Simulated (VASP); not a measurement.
Runs of VASP 6.6.1 on AlP. The structure is that of space group F-43m (No. 216), or close to it. The cells are those of the table. 

| task | cell | gap on the mesh (eV) | pressure (GPa) |
| --- | --- | --- | --- |
| single point | a = 3.680 Å, angles 60.0°, 2 atoms | 1.25 | 19.8 |
| relaxation of cell and atoms | relaxed to 10 GPa from a = 3.854 Å, angles 60.0°, 2 atoms | 1.42 | 10.1 |
| relaxation of cell and atoms | relaxed from a = 3.854 Å, angles 60.0°, 2 atoms | 1.63 | 0.0 |
| relaxation of cell and atoms | relaxed to 20 GPa from a = 3.854 Å, angles 60.0°, 2 atoms | 1.25 | 20.0 |
| single point | a = 3.825 Å, angles 60.0°, 2 atoms | 1.52 | 4.9 |
| single point | a = 3.769 Å, angles 60.0°, 2 atoms | 1.42 | 9.9 |
| relaxation of cell and atoms | relaxed to 5 GPa from a = 3.854 Å, angles 60.0°, 2 atoms | 1.52 | 5.0 |
| single point | a = 3.895 Å, angles 60.0°, 2 atoms | 1.63 | (a) |

Alike in all rows: level PBE; potentials or basis VASP PAW PBE potentials, release 64 (Al, P); no spin polarisation; k mesh 6 × 6 × 6; cutoff (eV) 500; smearing gaussian 0.01 eV.

Task: Estimate the missing entries.

Result: (a) -0.1.

Caveats: the cell is relaxed towards a set pressure, so the enthalpy falls and the energy may rise (some runs).

A k mesh can miss the band edges.
